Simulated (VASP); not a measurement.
The system is Si5C.

```
Si C
1.0
     2.76086    0.00000    0.00000
    -1.38043    2.39097    0.00000
     0.00000    0.00000   13.45137
Si C
5 1
Direct
  0.33333 0.66667 0.66667
  0.33333 0.66667 0.00000
  0.33333 0.66667 0.33333
  0.66667 0.33333 0.83333
  0.66667 0.33333 0.16667
  0.66667 0.33333 0.50000
```

- Program: VASP 6.6.1
- Task: relaxation of cell and atoms
- Functional: PBE
- Potentials or basis: VASP PAW PBE potentials, release 64 (Si, C)
- Cutoff: 600 eV
- k mesh: 6 × 6 × 2
- Occupations: gaussian, width 0.1 eV
- Spin: no spin polarisation

At the start: pressure -8.5 GPa; volume 14.80 Å³/atom.

Question: Where does the relaxation end?

Answer: Over 20 steps the energy falls by 662.2 meV/atom and the volume is 12.90 Å³/atom (-12.8 %); space group P-6m2 (No. 187, to 0.1 Å) before and after.

The path:
| step | energy change (eV) | largest force (eV/Å) | pressure (GPa) | volume (Å³) |
| --- | --- | --- | --- | --- |
| 1 | 0.0000 | 1.3793 | -8.47 | 88.79 |
| 2 | -0.7048 | 1.7933 | 0.02 | 79.04 |
| 3 | -0.7564 | 1.8790 | 2.61 | 76.68 |
| 4 | -0.7569 | 2.0473 | 9.48 | 72.06 |
| 5 | -1.1154 | 2.1615 | 11.16 | 71.13 |
| 6 | -2.7405 | 2.9609 | 22.92 | 67.59 |
| 7 | -3.1299 | 2.6166 | 20.16 | 69.40 |
| 8 | -3.1769 | 2.4431 | 19.03 | 70.27 |
| 9 | -3.5437 | 1.9446 | 11.62 | 72.80 |
| 10 | -3.8735 | 0.5583 | -4.13 | 80.74 |
| 11 | -3.8874 | 0.7134 | -2.25 | 79.47 |
| 12 | -3.8877 | 0.7477 | -1.85 | 79.21 |
| 13 | -3.9056 | 0.6714 | -1.61 | 78.95 |
| 14 | -3.9458 | 0.4507 | -0.83 | 78.15 |
| 15 | -3.9661 | 0.0763 | 0.96 | 76.57 |
| 16 | -3.9684 | 0.1080 | 0.50 | 76.94 |
| 17 | -3.9717 | 0.0808 | 0.31 | 77.11 |
| 18 | -3.9728 | 0.1039 | 0.13 | 77.27 |
| 19 | -3.9728 | 0.1054 | 0.12 | 77.28 |
| 20 | -3.9731 | 0.0165 | -0.14 | 77.39 |

Final structure:
```yaml
crystal:
  lattice:
    - [2.94496, 0.00000, 0.00000]
    - [-1.47248, 2.55041, 0.00000]
    - [0.00000, 0.00000, 10.30327]
  atoms:
    - { symbol: Si, position: [0.33333, 0.66667, 0.61848] }
    - { symbol: Si, position: [0.33333, 0.66667, 0.00000] }
    - { symbol: Si, position: [0.33333, 0.66667, 0.38152] }
    - { symbol: Si, position: [0.66667, 0.33333, 0.81364] }
    - { symbol: Si, position: [0.66667, 0.33333, 0.18636] }
    - { symbol: C, position: [0.66667, 0.33333, 0.50000] }
```

Caveat: the k points lie up to 0.41 Å⁻¹ apart in the final cell, too coarse for converged energies and pressures of a metal; a cell axis changed by over 15 % at a fixed basis, so the end point is rough.
